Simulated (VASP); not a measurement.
# YS (Fm-3m) in VASP: further runs

Runs on YS. Level: LDA. Tasks: single point.

All numbers are computed with VASP 6.6.1; they aren't measurements. Logs are shortened: lines on timing, memory, paths and dates and some standing lists are left out, and cuts for length are marked.

### Step 1. The cell of the first run

Symmetry: Fm-3m, No. 225, cubic system. The conventional cell has a = 5.181 Å, b = 5.181 Å, c = 5.181 Å, α = 90.00°, β = 90.00°, γ = 90.00°. Within 3.4 Å of Y (site symmetry m-3m) lie 6 S at 2.59 Å. S (site symmetry m-3m) has 6 Y at 2.59 Å within 3.4 Å.

### Step 2. Single point, LDA

The input, INCAR:

```
SYSTEM = YS
PREC     = Accurate       ! precision mode
ENCUT    = 520            ! plane-wave cutoff, eV
EDIFF    = 1E-6           ! SCF threshold, eV
ISMEAR   = 1              ! smearing method
SIGMA    = 0.05           ! smearing width, eV
LREAL    = .False.        ! projectors in reciprocal space
LASPH    = .True.         ! aspherical terms in the spheres
NELM     = 80             ! most SCF steps
ALGO     = Normal         ! electronic algorithm
ISIF     = 2              ! what is computed and relaxed
LWAVE    = .False.        ! write WAVECAR
LCHARG   = .False.        ! write CHGCAR
NBANDS   = 16             ! bands
```

The input, KPOINTS:

```
Automatic mesh
0
Gamma
  8 8 8
  0 0 0
```

The input, POSCAR:

```
YS
1.0
    3.6633473384      0.0000000000      0.0000000000
    1.8316736692      3.1725518579      0.0000000000
    1.8316736692      1.0575172860      2.9911105765
Y S
1 1
Direct
    0.5000000000      0.5000000000      0.5000000000
    0.0000000000      0.0000000000      0.0000000000
```

Potentials or basis: VASP PAW LDA potentials, release 64 (Y_sv, S).

Run with:

```
cat potpaw_LDA.64/Y_sv/POTCAR potpaw_LDA.64/S/POTCAR > POTCAR
mpirun -np 1 vasp_std > vasp.out
```

OUTCAR:

```text
SYSTEM = YS
   PREC = Accurate
   ENCUT = 520
   EDIFF = 1E-6
   ISMEAR = 1
   LREAL = .False.
   LASPH = .True.
   NELM = 80
   ISIF = 2

 ion  position               nearest neighbor table
   1  0.500  0.500  0.500-   2 2.59   2 2.59   2 2.59   2 2.59   2 2.59   2 2.59
   2  0.000  0.000  0.000-   1 2.59   1 2.59   1 2.59   1 2.59   1 2.59   1 2.59

  LATTYP: Found a face centered cubic cell.
 ALAT       =     5.1807554896

  Lattice vectors:

 A1 = (   3.6633473384,   0.0000000000,   0.0000000000)
 A2 = (   1.8316736692,   3.1725518579,   0.0000000000)
 A3 = (   1.8316736692,   1.0575172860,   2.9911105765)

Analysis of symmetry for initial positions (statically):
=====================================================================
 Subroutine PRICEL returns:
 Original cell was already a primitive cell.

 Routine SETGRP: Setting up the symmetry group for a
 face centered cubic supercell.

 Subroutine GETGRP returns: Found 48 space group operations
 (whereof 48 operations were pure point group operations)
 out of a pool of 48 trial point group operations.

The static configuration has the point symmetry O_h .

Analysis of symmetry for dynamics (positions and initial velocities):
=====================================================================
 Subroutine PRICEL returns:
 Original cell was already a primitive cell.

 Routine SETGRP: Setting up the symmetry group for a
 face centered cubic supercell.

 Subroutine GETGRP returns: Found 48 space group operations
 (whereof 48 operations were pure point group operations)
 out of a pool of 48 trial point group operations.

The dynamic configuration has the point symmetry O_h .

 Subroutine INISYM returns: Found 48 space group operations
 (whereof 48 operations are pure point group operations),
 and found     1 'primitive' translations

----------------------------------------------------------------------------------------

                                     Primitive cell

  volume of cell :      34.7632

  direct lattice vectors                    reciprocal lattice vectors
     3.663347338  0.000000000  0.000000000     0.272974389 -0.157601837 -0.111441327
     1.831673669  3.172551858  0.000000000     0.000000000  0.315203674 -0.111441327
     1.831673669  1.057517286  2.991110577     0.000000000  0.000000000  0.334323982

  length of vectors
     3.663347338  3.663347338  3.663347338     0.334323982  0.334323982  0.334323982

  position of ions in fractional coordinates (direct lattice)
     0.500000000  0.500000000  0.500000000
     0.000000000  0.000000000  0.000000000

  ion indices of the primitive-cell ions
   primitive index   ion index
                 1           1
                 2           2

----------------------------------------------------------------------------------------

 KPOINTS: Automatic mesh

Automatic generation of k-mesh.
 Grid dimensions read from file:
 generate k-points for:    8    8    8

 Generating k-lattice:

  Cartesian coordinates                     Fractional coordinates (reciprocal lattice)
     0.034121799 -0.019700230 -0.013930166     0.125000000  0.000000000  0.000000000
     0.000000000  0.039400459 -0.013930166     0.000000000  0.125000000  0.000000000
     0.000000000  0.000000000  0.041790498     0.000000000  0.000000000  0.125000000

  Length of vectors
     0.041790498  0.041790498  0.041790498

  Shift w.r.t. Gamma in fractional coordinates (k-lattice)
     0.000000000  0.000000000  0.000000000

 Subroutine IBZKPT returns following result:
 ===========================================

 Found     29 irreducible k-points:

 Following reciprocal coordinates:
            Coordinates               Weight
  0.000000  0.000000  0.000000      1.000000
  0.125000 -0.000000 -0.000000      8.000000
  0.250000 -0.000000 -0.000000      8.000000
  0.375000 -0.000000 -0.000000      8.000000
  0.500000 -0.000000 -0.000000      4.000000
  0.125000  0.125000 -0.000000      6.000000
[... 16 lines left out ...]
  0.500000  0.250000  0.125000     48.000000
 -0.375000  0.250000  0.125000     24.000000
 [... further k-points ...]
   k-points           NKPTS =     29   k-points in BZ     NKDIM =     29   number of bands    NBANDS=     16
   number of dos      NEDOS =    301   number of ions     NIONS =      2
   total plane-waves  NPLWV =  21952
   dimension x,y,z NGX =    28 NGY =   28 NGZ =   28
   dimension x,y,z NGXF=    56 NGYF=   56 NGZF=   56
   ions per type =               1   1
   NGX,Y,Z   is equivalent  to a cutoff of  12.71, 12.71, 12.71 a.u.
   NGXF,Y,Z  is equivalent  to a cutoff of  25.41, 25.41, 25.41 a.u.
 SYSTEM =  YS
   PREC   = accura    normal or accurate (medium, high low for compatibility)
   ISTART =      0    job   : 0-new  1-cont  2-samecut
   ICHARG =      2    charge: 1-file 2-atom 10-const
   ISPIN  =      1    spin polarized calculation?
   LNONCOLLINEAR =      F non collinear calculations
   LSORBIT =      F    spin-orbit coupling
[... 113 lines left out ...]
      6       0.3600      2.00000
[... 8 lines left out ...]
     15      16.1862      0.00000
     16      16.1862      0.00000

 k-point     6 :       0.1250    0.1250   -0.0000
  band No.  band energies     occupation
      1     -34.4537      2.00000
      2     -14.6702      2.00000
      3     -14.5609      2.00000
      4     -14.5609      2.00000
      5      -7.1268      2.00000
      6       3.2264      2.00000
[... 8 lines left out ...]
     15      16.3029      0.00000
     16      20.7193      0.00000

 k-point     7 :       0.2500    0.1250   -0.0000
  band No.  band energies     occupation
      1     -34.4332      2.00000
      2     -14.9100      2.00000
      3     -14.5953      2.00000
      4     -14.5789      2.00000
      5      -6.6538      2.00000
      6       2.2090      2.00000
[... 8 lines left out ...]
     15      17.6951      0.00000
     16      18.9331      0.00000

 k-point     8 :       0.3750    0.1250   -0.0000
  band No.  band energies     occupation
      1     -34.4076      2.00000
      2     -15.1956      2.00000
      3     -14.6163      2.00000
      4     -14.6115      2.00000
      5      -6.0326      2.00000
      6       1.3156      2.00000
[... 8 lines left out ...]
     15      16.8173      0.00000
     16      17.5476      0.00000

 k-point     9 :       0.5000    0.1250    0.0000
  band No.  band energies     occupation
      1     -34.3919      2.00000
      2     -15.3576      2.00000
      3     -14.6515      2.00000
      4     -14.6118      2.00000
      5      -5.6056      2.00000
      6       0.7269      2.00000
[... 8 lines left out ...]
     15      16.1047      0.00000
     16      16.1566      0.00000
[... 172 lines left out ...]
 k-point    19 :       0.5000    0.3750   -0.0000
  band No.  band energies     occupation
      1     -34.3764      2.00000
      2     -15.1295      2.00000
      3     -14.8200      2.00000
      4     -14.7440      2.00000
      5      -6.5674      2.00000
      6       2.4724      2.00000
[... 8 lines left out ...]
     15      16.6528      0.00000
     16      18.7120      0.00000

 k-point    20 :      -0.3750    0.3750   -0.0000
  band No.  band energies     occupation
      1     -34.3746      2.00000
      2     -15.0489      2.00000
      3     -15.0006      2.00000
      4     -14.7044      2.00000
      5      -6.2742      2.00000
      6       2.2484      2.00000
[... 8 lines left out ...]
     15      16.4962      0.00000
     16      18.6068      0.00000

 k-point    21 :       0.5000    0.5000   -0.0000
  band No.  band energies     occupation
      1     -34.3732      2.00000
      2     -15.1557      2.00000
      3     -14.7707      2.00000
      4     -14.7707      2.00000
      5      -6.7566      2.00000
      6       2.6927      2.00000
[... 8 lines left out ...]
     15      16.9806      0.00000
     16      20.3456      0.00000

 k-point    22 :       0.3750    0.2500    0.1250
  band No.  band energies     occupation
      1     -34.4128      2.00000
      2     -15.0554      2.00000
      3     -14.6960      2.00000
      4     -14.5931      2.00000
      5      -6.3071      2.00000
      6       1.6325      2.00000
[... 8 lines left out ...]
     15      17.6337      0.00000
     16      17.8522      0.00000

 k-point    23 :       0.5000    0.2500    0.1250
  band No.  band energies     occupation
      1     -34.3923      2.00000
      2     -15.2008      2.00000
      3     -14.7640      2.00000
      4     -14.6304      2.00000
      5      -5.9684      2.00000
      6       1.3030      2.00000
[... 8 lines left out ...]
     15      16.1581      0.00000
     16      16.8891      0.00000

 k-point    24 :      -0.3750    0.2500    0.1250
  band No.  band energies     occupation
      1     -34.3838      2.00000
      2     -15.2618      2.00000
      3     -14.7799      2.00000
      4     -14.6550      2.00000
      5      -5.8302      2.00000
      6       1.1847      2.00000
[... 8 lines left out ...]
     15      16.8417      0.00000
     16      17.2242      0.00000

 [... further k-points ...]

------------------------ aborting loop because EDIFF is reached ----------------------------------------

  FORCE on cell =-STRESS in cart. coord.  units (eV):
  Direction    XX          YY          ZZ          XY          YZ          ZX
  --------------------------------------------------------------------------------------
  -------------------------------------------------------------------------------------
  Total        4.3390204      4.3390204      4.3390204      0.0000000      0.0000000      0.0000000
  in kB      199.9783473    199.9783473    199.9783473      0.0000000      0.0000000      0.0000000
  external PRESSURE =     199.9783473 kB  Pullay stress =       0.0000000 kB

 VOLUME and BASIS-vectors are now :
 -----------------------------------------------------------------------------
  energy-cutoff  :      520.00
  volume of cell :       34.76
      direct lattice vectors                 reciprocal lattice vectors
     3.663347338  0.000000000  0.000000000     0.272974389 -0.157601837 -0.111441327
     1.831673669  3.172551858  0.000000000     0.000000000  0.315203674 -0.111441327
     1.831673669  1.057517286  2.991110577     0.000000000  0.000000000  0.334323982

 POSITION                                       TOTAL-FORCE (eV/Angst)
 -----------------------------------------------------------------------------------
      3.66335      2.11503      1.49556        -0.000000      0.000000      0.000000
      0.00000      0.00000      0.00000         0.000000     -0.000000      0.000000
 -----------------------------------------------------------------------------------
    total drift:                                0.000000      0.000000      0.000000

  FREE ENERGIE OF THE ION-ELECTRON SYSTEM (eV)
  ---------------------------------------------------
  free  energy   TOTEN  =       -15.7537698475 eV

  energy  without entropy=      -15.7535876971  energy(sigma->0) =      -15.75370913
```

Run time: 19 s. Hardware: 1 thread of Intel Xeon 8259CL, shared host; peak memory 0.16 GiB.

Results:

```yaml
Free_energy: -15.7538 eV
Pressure: 20.0 GPa
Band_gap_on_the_k_mesh: zero (an odd number of electrons rules out a gap without spin polarisation)
```

Levels at points of the mesh, in eV from the Fermi level:
| k point | band 7 | band 8 | band 9 | band 10 | band 11 | band 12 |
| --- | --- | --- | --- | --- | --- | --- |
| (0.00, 0.00, 0.00) | -3.15 | -3.15 | -0.32 | -0.32 | -0.32 | 0.73 |
| (0.50, 0.00, 0.00) | -5.61 | -5.61 | 2.53 | 3.50 | 3.50 | 3.54 |
| (0.50, 0.50, 0.00) | -3.84 | -3.84 | -2.89 | 2.28 | 4.40 | 4.80 |

Caveat: the cell stands under pressure.

### Step 3. Single point, LDA

This run uses another cell than the first one, of 18.43 Å³/atom.

The input, INCAR:

```
SYSTEM = YS
PREC = Accurate
ENCUT = 520
EDIFF = 1E-6
ISMEAR = 1
SIGMA = 0.05
LREAL = .FALSE.
LASPH = .TRUE.
NELM = 60
ALGO = Normal
ISIF = 2
LWAVE = .FALSE.
LCHARG = .FALSE.
NBANDS = 16
```

The input, KPOINTS:

```
regular mesh
0
G
  8 8 8
  0 0 0
```

The input, POSCAR:

```
YS
1.0
    3.7353260221      0.0000000000      0.0000000000
    1.8676630110      3.2348872265      0.0000000000
    1.8676630110      1.0782957422      3.0498809257
Y S
1 1
Direct
    0.5000000000      0.5000000000      0.5000000000
    0.0000000000      0.0000000000      0.0000000000
```

Potentials or basis: VASP PAW LDA potentials, release 64 (Y_sv, S).

Run with:

```
cat potpaw_LDA.64/Y_sv/POTCAR potpaw_LDA.64/S/POTCAR > POTCAR
mpirun -np 1 vasp_std > vasp.out
```

Run time: 21 s. Hardware: 1 thread of Intel Xeon 8259CL, shared host; peak memory 0.16 GiB.

It converged, with:

| Quantity | Value |
| --- | --- |
| Free energy | -15.9471 eV |
| Pressure | 10.1 GPa |
| Band gap on the k mesh | zero (an odd number of electrons rules out a gap without spin polarisation) |

Levels at points of the mesh, in eV from the Fermi level:
| k point | band 5 | band 6 | band 7 | band 8 | band 9 | band 10 | band 11 | band 12 | band 13 | band 14 |
| --- | --- | --- | --- | --- | --- | --- | --- | --- | --- | --- |
| (0.00, 0.00, 0.00) | -15.32 | -3.23 | -3.23 | -3.23 | -0.27 | -0.27 | -0.27 | 0.70 | 0.70 | 2.29 |
| (0.50, 0.00, 0.00) | -13.52 | -7.45 | -5.48 | -5.48 | 2.37 | 3.23 | 3.24 | 3.24 | 6.40 | 6.40 |
| (0.50, 0.50, 0.00) | -14.62 | -5.39 | -3.93 | -3.93 | -2.70 | 2.14 | 3.96 | 4.45 | 4.45 | 5.05 |

Caveat: the cell stands under pressure.

### Step 4. Single point, LDA

This run uses another cell than the first one, of 19.09 Å³/atom.

The input, INCAR:

```
SYSTEM = YS
PREC = Accurate
ENCUT = 520
EDIFF = 1E-6
ISMEAR = 1
SIGMA = 0.05
LREAL = .FALSE.
LASPH = .TRUE.
NELM = 80
ALGO = Normal
ISIF = 2
LWAVE = .FALSE.
LCHARG = .TRUE.
GGA = CA
LELF = .TRUE.
LVHAR = .TRUE.
NBANDS = 16
```

The input, KPOINTS:

```
Automatic mesh
0
G
  8 8 8
  0 0 0
```

The input, POSCAR:

```
YS
1.0
    3.7795706442      0.0000000000      0.0000000000
    1.8897853221      3.2732041933      0.0000000000
    1.8897853221      1.0910680644      3.0860065084
Y S
1 1
Direct
    0.5000000000      0.5000000000      0.5000000000
    0.0000000000      0.0000000000      0.0000000000
```

Run with:

```
cat potpaw_LDA.64/Y_sv/POTCAR potpaw_LDA.64/S/POTCAR > POTCAR
mpirun -np 1 vasp_std > vasp.out
```

Wall time 21 s (1 thread of Intel Xeon 8259CL, shared host); peak memory 0.16 GiB.

It converged, with:

- Free energy: -16.0091 eV
- Pressure: 5.1 GPa
- Band gap on the k mesh: zero (an odd number of electrons rules out a gap without spin polarisation)

Levels at points of the mesh, in eV from the Fermi level:
```csv
k point,band 7,band 8,band 9,band 10,band 11,band 12
"(0.00, 0.00, 0.00)",-3.27,-3.27,-0.25,-0.25,-0.25,0.68
"(0.50, 0.00, 0.00)",-5.40,-5.40,2.28,3.06,3.09,3.09
"(0.50, 0.50, 0.00)",-3.98,-3.98,-2.58,2.06,3.70,4.24
```

Caveat: the cell stands under pressure.

### Step 5. Single point, LDA

This run uses another cell than the first one, of 19.89 Å³/atom.

The input, INCAR:

```
SYSTEM = YS
ALGO     = Normal         ! electronic algorithm
EDIFF    = 1E-6           ! SCF threshold, eV
ENCUT    = 520            ! plane-wave cutoff, eV
GGA      = CA             ! functional
ISIF     = 2              ! what is computed and relaxed
ISMEAR   = 1              ! smearing method
LASPH    = .True.         ! aspherical terms in the spheres
LCHARG   = .False.        ! write CHGCAR
LREAL    = .False.        ! projectors in reciprocal space
LWAVE    = .False.        ! write WAVECAR
NBANDS   = 16             ! bands
NELM     = 100            ! most SCF steps
PREC     = Accurate       ! precision mode
SIGMA    = 0.05           ! smearing width, eV
```

The input, KPOINTS:

```
k-points
0
Gamma
  8 8 8
  0 0 0
```

The input, POSCAR:

```
YS
1.0
    3.8318424741      0.0000000000      0.0000000000
    1.9159212371      3.3184729259      0.0000000000
    1.9159212371      1.1061576420      3.1286862788
Y S
1 1
Direct
    0.5000000000      0.5000000000      0.5000000000
    0.0000000000      0.0000000000      0.0000000000
```

Run with:

```
cat potpaw_LDA.64/Y_sv/POTCAR potpaw_LDA.64/S/POTCAR > POTCAR
mpirun -np 1 vasp_std > vasp.out
```

Run time: 20 s. Hardware: 1 thread of Intel Xeon 8259CL, shared host; peak memory 0.16 GiB.

The run converged. Its results:

```
Free energy            : -16.0342 eV
Pressure               : 0.1 GPa
Band gap on the k mesh : zero (an odd number of electrons rules out a gap without spin polarisation)
```

Levels at points of the mesh, in eV from the Fermi level:
```csv
k point,band 6,band 7,band 8,band 9,band 10,band 11,band 12,band 13
"(0.00, 0.00, 0.00)",-3.31,-3.31,-3.31,-0.22,-0.22,-0.22,0.66,0.66
"(0.50, 0.00, 0.00)",-7.20,-5.30,-5.30,2.17,2.86,2.92,2.92,6.11
"(0.50, 0.50, 0.00)",-5.44,-4.01,-4.01,-2.46,1.97,3.42,4.01,4.01
```

### Step 6. Summary

```tsv
cell	gap on the mesh (eV)	pressure (GPa)
a = 3.663 Å, angles 60.0°, 2 atoms	none	20.0
a = 3.735 Å, angles 60.0°, 2 atoms	none	10.1
a = 3.780 Å, angles 60.0°, 2 atoms	none	5.1
a = 3.832 Å, angles 60.0°, 2 atoms	none	0.1
```

Alike in all rows: task single point; level LDA; potentials or basis VASP PAW LDA potentials, release 64 (Y_sv, S); no spin polarisation; k mesh 8 × 8 × 8; cutoff (eV) 520; smearing methfessel-paxton 0.05 eV.

Caveats: the cell stands under pressure (at least some runs).

Absolute energies hang on the potentials; compare differences alone.
